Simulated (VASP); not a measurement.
# CdO (Fm-3m) in VASP: single point with r2SCAN

Aim: the single point of CdO with r2SCAN.

Everything below comes from runs of VASP 6.6.1. Logs are shortened: lines on timing, memory, paths and dates and some standing lists are left out, and cuts for length are marked.

### 1 The cell of the first run

It takes space group Fm-3m (No. 225, cubic). Conventional cell: a = 4.706 Å, b = 4.706 Å, c = 4.706 Å, α = 90.00°, β = 90.00°, γ = 90.00°. Within 3.1 Å of Cd (site symmetry m-3m) lie 6 O at 2.35 Å. O (site symmetry m-3m) has 6 Cd at 2.35 Å within 3.1 Å.

### 2 Single point, r2SCAN

POSCAR reads:

```
CdO
1.0
    0.0000000000      2.3530013813      2.3530013813
    2.3530013813      0.0000000000      2.3530013813
    2.3530013813      2.3530013813      0.0000000000
Cd O
1 1
Direct
    0.0000000000      0.0000000000      0.0000000000
    0.5000000000      0.5000000000      0.5000000000
```

INCAR.step1 reads:

```
SYSTEM = CdO
PREC = Accurate
ENCUT = 770
ISMEAR = -1
SIGMA = 0.02
LREAL = .False.
LASPH = .True.
NELM = 120
NBANDS = 20
GGA = PE
ALGO = Normal
EDIFF = 1E-5
LWAVE = .True.
LCHARG = .False.
GGA_COMPAT = .False.
```

INCAR.step2 reads:

```
SYSTEM = CdO
PREC = Accurate
ENCUT = 770
EDIFF = 1E-6
ISMEAR = -1
SIGMA = 0.02
LREAL = .False.
LASPH = .True.
NELM = 120
ALGO = Normal
ISIF = 2
LWAVE = .False.
LCHARG = .False.
METAGGA = R2SCAN
LMIXTAU = .True.
NBANDS = 20
ISTART = 1
GGA_COMPAT = .False.
```

KPOINTS reads:

```
regular mesh
0
Gamma
  8 8 8
  0 0 0
```

Potentials or basis: VASP PAW PBE potentials, release 64 (Cd_sv_GW, O).

On the command line:

```console
> cat potpaw_PBE.64/Cd_sv_GW/POTCAR potpaw_PBE.64/O/POTCAR > POTCAR
> cp INCAR.step1 INCAR
> mpirun -np 1 vasp_std > vasp.out
> cp INCAR.step2 INCAR
> mpirun -np 1 vasp_std > vasp.out
```

OUTCAR:

```text
SYSTEM = CdO
   PREC = Accurate
   ENCUT = 770
   EDIFF = 1E-6
   ISMEAR = -1
   LREAL = .False.
   LASPH = .True.
   NELM = 120
   ISIF = 2
   METAGGA = R2SCAN
   ISTART = 1

 ion  position               nearest neighbor table
   1  0.000  0.000  0.000-
   2  0.500  0.500  0.500-

  LATTYP: Found a face centered cubic cell.
 ALAT       =     4.7060027626

  Lattice vectors:

 A1 = (   0.0000000000,   2.3530013813,   2.3530013813)
 A2 = (   2.3530013813,   0.0000000000,   2.3530013813)
 A3 = (   2.3530013813,   2.3530013813,   0.0000000000)

Analysis of symmetry for initial positions (statically):
=====================================================================
 Subroutine PRICEL returns:
 Original cell was already a primitive cell.

 Routine SETGRP: Setting up the symmetry group for a
 face centered cubic supercell.

 Subroutine GETGRP returns: Found 48 space group operations
 (whereof 48 operations were pure point group operations)
 out of a pool of 48 trial point group operations.

The static configuration has the point symmetry O_h .

Analysis of symmetry for dynamics (positions and initial velocities):
=====================================================================
 Subroutine PRICEL returns:
 Original cell was already a primitive cell.

 Routine SETGRP: Setting up the symmetry group for a
 face centered cubic supercell.

 Subroutine GETGRP returns: Found 48 space group operations
 (whereof 48 operations were pure point group operations)
 out of a pool of 48 trial point group operations.

The dynamic configuration has the point symmetry O_h .

 Subroutine INISYM returns: Found 48 space group operations
 (whereof 48 operations are pure point group operations),
 and found     1 'primitive' translations

----------------------------------------------------------------------------------------

                                     Primitive cell

  volume of cell :      26.0553

  direct lattice vectors                    reciprocal lattice vectors
     0.000000000  2.353001381  2.353001381    -0.212494563  0.212494563  0.212494563
     2.353001381  0.000000000  2.353001381     0.212494563 -0.212494563  0.212494563
     2.353001381  2.353001381  0.000000000     0.212494563  0.212494563 -0.212494563

  length of vectors
     3.327646466  3.327646466  3.327646466     0.368051379  0.368051379  0.368051379

  position of ions in fractional coordinates (direct lattice)
     0.000000000  0.000000000  0.000000000
     0.500000000  0.500000000  0.500000000

  ion indices of the primitive-cell ions
   primitive index   ion index
                 1           1
                 2           2

----------------------------------------------------------------------------------------

 KPOINTS: regular mesh

Automatic generation of k-mesh.
 Grid dimensions read from file:
 generate k-points for:    8    8    8

 Generating k-lattice:

  Cartesian coordinates                     Fractional coordinates (reciprocal lattice)
    -0.026561820  0.026561820  0.026561820     0.125000000  0.000000000  0.000000000
     0.026561820 -0.026561820  0.026561820     0.000000000  0.125000000  0.000000000
     0.026561820  0.026561820 -0.026561820     0.000000000  0.000000000  0.125000000

  Length of vectors
     0.046006422  0.046006422  0.046006422

  Shift w.r.t. Gamma in fractional coordinates (k-lattice)
     0.000000000  0.000000000  0.000000000

 Subroutine IBZKPT returns following result:
 ===========================================

 Found     29 irreducible k-points:

 Following reciprocal coordinates:
            Coordinates               Weight
  0.000000  0.000000  0.000000      1.000000
  0.125000  0.000000  0.000000      8.000000
  0.250000  0.000000  0.000000      8.000000
  0.375000  0.000000  0.000000      8.000000
  0.500000  0.000000  0.000000      4.000000
  0.125000  0.125000  0.000000      6.000000
[... 16 lines left out ...]
  0.500000  0.250000  0.125000     48.000000
 -0.375000  0.250000  0.125000     24.000000
 [... further k-points ...]
   k-points           NKPTS =     29   k-points in BZ     NKDIM =     29   number of bands    NBANDS=     20
   number of dos      NEDOS =    301   number of ions     NIONS =      2
   total plane-waves  NPLWV =  27000
   dimension x,y,z NGX =    30 NGY =   30 NGZ =   30
   dimension x,y,z NGXF=    60 NGYF=   60 NGZF=   60
   ions per type =               1   1
   NGX,Y,Z   is equivalent  to a cutoff of  14.99, 14.99, 14.99 a.u.
   NGXF,Y,Z  is equivalent  to a cutoff of  29.98, 29.98, 29.98 a.u.
 SYSTEM =  CdO
   PREC   = accura    normal or accurate (medium, high low for compatibility)
   ISTART =      1    job   : 0-new  1-cont  2-samecut
   ICHARG =      0    charge: 1-file 2-atom 10-const
   ISPIN  =      1    spin polarized calculation?
   LNONCOLLINEAR =      F non collinear calculations
   LSORBIT =      F    spin-orbit coupling
   LASPH  =      T    aspherical Exc in radial PAW
   ENCUT  =  770.0 eV  56.59 Ry    7.52 a.u.   7.53  7.53  7.53*2*pi/ulx,y,z
   NELM   =    120;   NELMIN=  2; NELMDL=  0     # of ELM steps
   EDIFF  = 0.1E-05   stopping-criterion for ELM
   LREAL  =      F    real-space projection
   EDIFFG = 0.1E-04   stopping-criterion for IOM
   NSW    =      0    number of steps for IOM
   IBRION =     -1    ionic relax: 0-MD 1-quasi-New 2-CG
   NFREE  =      0    steps in history (QN), initial steepest desc. (CG)
   ISIF   =      2    stress and relaxation
   ISYM   =      2    0-nonsym 1-usesym 2-fastsym
   POTIM  = 0.5000    time-step for ionic-motion
   TEBEG  =    0.0;   TEEND  =   0.0 temperature during run
   PSTRESS=    0.0 pullay stress
   NELECT =      26.0000    total number of electrons
   NUPDOWN=      -1.0000    fix difference up-down
   EMIN   =  10.00;   EMAX   =-10.00  energy-range for DOS
   EFERMI =   0.00;   METHOD = LEGACY
   ISMEAR =    -1;   SIGMA  =   0.02  broadening in eV -4-tet -1-fermi 0-gaus
   EFERMI_NEDOS =   21; number of points for ismear=-14 and -15
   IALGO  =     38    algorithm
   IMIX   =      4    mixing-type and parameters
     AMIX     =   0.40;   BMIX     =  1.00
     AMIX_MAG =   1.60;   BMIX_MAG =  1.00
  volume/ion in A,a.u.               =      13.03        87.92
  Fermi-wavevector in a.u.,A,eV,Ry     =   1.635939  3.091476 36.413222  2.676296
  Thomas-Fermi vector in A             =   2.727328
   LORBIT       =      0    0 simple, 1 ext, 2 COOP (PROOUT), +10 PAW based schemes
   METAGGA = R2SCAN    functional components
   LHFCALC =     F    Hartree Fock is set to
   AEXX    =    0.0000 exact exchange contribution
   IVDW    =     0    specifies the selected vdW correction
   LEPSILON=     F    determine dielectric tensor
   LRPA    =     F    only Hartree local field effects (RPA)
 non-spin polarized calculation
  energy-cutoff  :      770.00
  volume of cell :       26.06
 maximum number of plane-waves:      1283
   NGX = 15   NGY = 15   NGZ = 15

 number of electron      25.9999994 magnetization

 Free energy of the ion-electron system (eV)
  ---------------------------------------------------
  ext. energy  EPLUGINS =         0.00000000
  ---------------------------------------------------
  free energy    TOTEN  =       -28.67314929 eV

  energy without entropy =      -28.67302040  energy(sigma->0) =      -28.67308484

 E-fermi :   4.6710     XC(G=0): -12.5364

 val. band max:        4.5958229098   @ k =   0.5000   0.0000   0.0000
 cond. band min:       4.6968136500   @ k =   0.0000   0.0000   0.0000
 fundamental gap:      0.1009907402
 Fermi energy:         4.6710075315

 k-point     1 :       0.0000    0.0000    0.0000
  band No.  band energies     occupation
      1     -98.5785      2.00000
      2     -58.7599      2.00000
      3     -58.7599      2.00000
      4     -58.7599      2.00000
      5     -13.6502      2.00000
      6      -2.3063      2.00000
[... 12 lines left out ...]
     19      23.8645      0.00000
     20      23.8645      0.00000

 k-point     2 :       0.1250    0.0000    0.0000
  band No.  band energies     occupation
      1     -98.5784      2.00000
      2     -58.7624      2.00000
      3     -58.7603      2.00000
      4     -58.7603      2.00000
      5     -13.5510      2.00000
      6      -2.3684      2.00000
[... 12 lines left out ...]
     19      24.0930      0.00000
     20      24.0930      0.00000

 k-point     3 :       0.2500    0.0000    0.0000
  band No.  band energies     occupation
      1     -98.5780      2.00000
      2     -58.7680      2.00000
      3     -58.7612      2.00000
      4     -58.7612      2.00000
      5     -13.3009      2.00000
      6      -2.6079      2.00000
[... 12 lines left out ...]
     19      24.9509      0.00000
     20      24.9509      0.00000

 k-point     4 :       0.3750    0.0000    0.0000
  band No.  band energies     occupation
      1     -98.5777      2.00000
      2     -58.7736      2.00000
      3     -58.7621      2.00000
      4     -58.7621      2.00000
      5     -13.0333      2.00000
      6      -2.9838      2.00000
[... 12 lines left out ...]
     19      26.3406      0.00000
     20      26.3406      0.00000

 k-point     5 :       0.5000    0.0000    0.0000
  band No.  band energies     occupation
      1     -98.5775      2.00000
      2     -58.7760      2.00000
      3     -58.7624      2.00000
      4     -58.7624      2.00000
      5     -12.9165      2.00000
      6      -3.1747      2.00000
[... 12 lines left out ...]
     19      26.1009      0.00000
     20      27.6612      0.00000
[... 353 lines left out ...]
      6      -2.7391      2.00000
[... 12 lines left out ...]
     19      28.6706      0.00000
     20      30.0315      0.00000

 k-point    22 :       0.3750    0.2500    0.1250
  band No.  band energies     occupation
      1     -98.5778      2.00000
      2     -58.7694      2.00000
      3     -58.7643      2.00000
      4     -58.7623      2.00000
      5     -13.1778      2.00000
      6      -2.7172      2.00000
[... 12 lines left out ...]
     19      26.6593      0.00000
     20      27.4041      0.00000

 k-point    23 :       0.5000    0.2500    0.1250
  band No.  band energies     occupation
      1     -98.5775      2.00000
      2     -58.7725      2.00000
      3     -58.7660      2.00000
      4     -58.7633      2.00000
      5     -13.0097      2.00000
      6      -2.7727      2.00000
[... 12 lines left out ...]
     19      26.0229      0.00000
     20      27.4383      0.00000

 k-point    24 :      -0.3750    0.2500    0.1250
  band No.  band energies     occupation
      1     -98.5774      2.00000
      2     -58.7739      2.00000
      3     -58.7665      2.00000
      4     -58.7638      2.00000
      5     -12.9387      2.00000
      6      -2.8490      2.00000
[... 12 lines left out ...]
     19      24.9047      0.00000
     20      28.0232      0.00000

 [... further k-points ...]

------------------------ aborting loop because EDIFF is reached ----------------------------------------

  FORCE on cell =-STRESS in cart. coord.  units (eV):
  Direction    XX          YY          ZZ          XY          YZ          ZX
  --------------------------------------------------------------------------------------
  -------------------------------------------------------------------------------------
  Total       -0.0641128     -0.0641128     -0.0641128      0.0000000     -0.0000000     -0.0000000
  in kB       -3.9423807     -3.9423807     -3.9423807      0.0000000     -0.0000000     -0.0000000
  external PRESSURE =      -3.9423807 kB  Pullay stress =       0.0000000 kB

 VOLUME and BASIS-vectors are now :
 -----------------------------------------------------------------------------
  energy-cutoff  :      770.00
  volume of cell :       26.06
      direct lattice vectors                 reciprocal lattice vectors
     0.000000000  2.353001381  2.353001381    -0.212494563  0.212494563  0.212494563
     2.353001381  0.000000000  2.353001381     0.212494563 -0.212494563  0.212494563
     2.353001381  2.353001381  0.000000000     0.212494563  0.212494563 -0.212494563

 POSITION                                       TOTAL-FORCE (eV/Angst)
 -----------------------------------------------------------------------------------
      0.00000      0.00000      0.00000        -0.000000     -0.000000     -0.000000
      2.35300      2.35300      2.35300         0.000000      0.000000      0.000000
 -----------------------------------------------------------------------------------
    total drift:                                0.000000      0.000000      0.000000

  FREE ENERGIE OF THE ION-ELECTRON SYSTEM (eV)
  ---------------------------------------------------
  free  energy   TOTEN  =       -28.6731492850 eV

  energy  without entropy=      -28.6730203971  energy(sigma->0) =      -28.67308484
```

Run time: 74 s. Hardware: 1 thread of Intel Xeon Platinum 8488C (Sapphire Rapids), shared host; peak memory 0.2 GiB.

Results:

```yaml
Free_energy: -28.6731 eV
Pressure: -0.4 GPa
Band_gap_on_the_k_mesh: 0.10 eV (least direct gap 1.46 eV)
```

Caveat: semilocal functionals underestimate gaps, and a narrow one can read as zero; the PAW data sets were made with another functional, which shifts forces and pressure a little. A k mesh can miss the band edges.
